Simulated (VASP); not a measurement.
**Si: relaxation of cell and atoms with PBE**

Crystal: Si.

```
Si
1.0
     0.00000    2.72185    2.72185
     2.72185    0.00000    2.72185
     2.72185    2.72185    0.00000
Si
2
Direct
  0.25000 0.25000 0.25000
  0.00000 0.00000 0.00000
```

| Property | Result |
| --- | --- |
| Program | VASP 6.6.1 |
| Task | relaxation of cell and atoms |
| Functional | PBE |
| Potentials or basis | VASP PAW PBE potentials, release 64 (Si) |
| Cutoff | 600 eV |
| k mesh | 8 × 8 × 8 |
| Occupations | fermi-dirac, width 0.02 eV |
| Spin | no spin polarisation |
| Dipole correction | no |
| Further INCAR settings | ALGO = Normal; EDIFF = 1e-06; IBRION = 2; EDIFFG = -0.005; NSW = 80; ISIF = 3 |

```
Relaxed volume                         : 20.44 Å³/atom
Relaxed cell                           : a = 3.867 Å, b = 3.867 Å, c = 3.867 Å, α = 60.00°, β = 60.00°, γ = 60.00°
Space group after relaxing (to 0.05 Å) : Fd-3m (No. 227)
Energy gained by relaxing              : 1.1 meV/atom
Ionic steps                            : 3
Pressure after relaxing                : 0.0 GPa
Band gap on the k mesh                 : 0.65 eV, indirect (least direct gap 2.56 eV)
```

The path:
```tsv
step	energy change (eV)	largest force (eV/Å)	pressure (GPa)	volume (Å³)
1	0.0000	0.0000	1.27	40.33
2	-0.0012	0.0000	-0.81	41.27
3	-0.0022	0.0000	0.01	40.89
```

Final structure:
```xyz
2
Lattice="0.0000 2.7343 2.7343 2.7343 0.0000 2.7343 2.7343 2.7343 0.0000" Properties=species:S:1:pos:R:3 pbc="T T T"
Si    1.3672    1.3672    1.3672
Si    0.0000    0.0000    0.0000
```

Levels at points of the mesh, in eV from the valence-band top:
| k point | band 1 | band 2 | band 3 | band 4 | band 5 | band 6 | band 7 | band 8 |
| --- | --- | --- | --- | --- | --- | --- | --- | --- |
| (0.00, 0.00, 0.00) | -11.81 | 0.00 | 0.00 | 0.00 | 2.56 | 2.56 | 2.56 | 3.13 |
| (0.50, 0.00, 0.00) | -9.54 | -6.87 | -1.18 | -1.18 | 1.47 | 3.35 | 3.35 | 7.70 |
| (0.50, 0.50, 0.00) | -7.75 | -7.75 | -2.79 | -2.79 | 0.75 | 0.75 | 9.94 | 9.94 |

It took 14 s on 1 thread of Intel(R) Xeon(R) Platinum 8488C (Sapphire Rapids) (shared host), peak memory 0.17 GiB.

A k mesh can miss the band edges.
